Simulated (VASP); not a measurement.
Crystal: GaBiTe2Se.

```xyz
5
Lattice="4.5812 0.0000 0.0000 -2.2906 3.9674 0.0000 0.0000 0.0000 7.6131" Properties=species:S:1:pos:R:3 pbc="T T T"
Ga    2.2906    1.3225    4.8655
Bi    0.0000    2.6449    7.5380
Te    2.2906    1.3225    1.9916
Te    0.0000    0.0000    5.6065
Se    0.0000    0.0000    2.8377
```

| Quantity | Value |
| --- | --- |
| Program | VASP 6.6.1 |
| Task | relaxation of cell and atoms |
| Functional | PBE |
| Potentials or basis | VASP PAW PBE potentials, release 64 (Ga_d, Bi_d, Te, Se) |
| Cutoff | 600 eV |
| k mesh | 6 × 6 × 2 |
| Occupations | gaussian, width 0.1 eV |
| Spin | no spin polarisation |

At the start: pressure 8.0 GPa; volume 27.67 Å³/atom.

Question: Where does the relaxation end?

Answer: Over 50 steps the energy falls by 408.5 meV/atom and the volume is 30.13 Å³/atom (+8.9 %); space group P3m1 (No. 156, to 0.05 Å).

The path:
| step | energy change (eV) | largest force (eV/Å) | pressure (GPa) | volume (Å³) |
| --- | --- | --- | --- | --- |
| 1 | 0.0000 | 1.6071 | 8.03 | 138.37 |
| 3 | -0.6633 | 0.9251 | -0.80 | 163.46 |
| 5 | -1.0207 | 0.5549 | -0.05 | 157.47 |
| 7 | -1.0856 | 0.4187 | 0.78 | 154.33 |
| 9 | -1.1570 | 0.2633 | -0.99 | 162.40 |
| 11 | -1.1956 | 0.3144 | 0.01 | 159.38 |
| 13 | -1.2409 | 0.4260 | -0.10 | 158.68 |
| 15 | -1.2488 | 0.4537 | -0.07 | 158.32 |
| 17 | -1.2886 | 0.4958 | -0.07 | 157.47 |
| 19 | -1.4553 | 1.3785 | 0.61 | 153.57 |
| 21 | -1.4824 | 1.6231 | 1.08 | 152.58 |
| 23 | -1.4916 | 1.7557 | 1.43 | 152.02 |
| 25 | -1.5228 | 1.8742 | 1.81 | 151.98 |
| 27 | -1.6033 | 1.6537 | 1.06 | 153.85 |
| 29 | -1.7815 | 0.7444 | -1.58 | 162.40 |
| 31 | -1.8324 | 0.4621 | -1.47 | 161.64 |
| 33 | -1.8954 | 0.3367 | -0.03 | 156.02 |
| 35 | -1.9328 | 0.2783 | 0.01 | 154.80 |
| 37 | -1.8854 | 0.6742 | 1.16 | 148.49 |
| 39 | -1.9861 | 0.2266 | -0.45 | 154.09 |
| 41 | -1.9973 | 0.2166 | -0.04 | 152.47 |
| 43 | -2.0111 | 0.2251 | 0.07 | 151.66 |
| 45 | -2.0133 | 0.4068 | -0.39 | 152.83 |
| 47 | -2.0377 | 0.1230 | 0.64 | 148.92 |
| 49 | -2.0424 | 0.0491 | -0.01 | 150.66 |
| 50 | -2.0425 | 0.0351 | 0.01 | 150.67 |

Final structure:
```cif
data_structure
_symmetry_space_group_name_H-M 'P 1'
_symmetry_Int_Tables_number 1
_cell_length_a 4.0873
_cell_length_b 4.0873
_cell_length_c 10.4142
_cell_angle_alpha 90.000
_cell_angle_beta 90.000
_cell_angle_gamma 120.000
_cell_volume 150.67
loop_
_atom_site_label
_atom_site_type_symbol
_atom_site_fract_x
_atom_site_fract_y
_atom_site_fract_z
_atom_site_occupancy
Ga1 Ga 0.66667 0.33333 0.57684 1
Bi1 Bi 0.33333 0.66667 0.99831 1
Te1 Te 0.66667 0.33333 0.18358 1
Te2 Te 0.00000 0.00000 0.78593 1
Se1 Se 0.00000 0.00000 0.45535 1
```

Caveat: the k points lie up to 0.30 Å⁻¹ apart in the final cell.
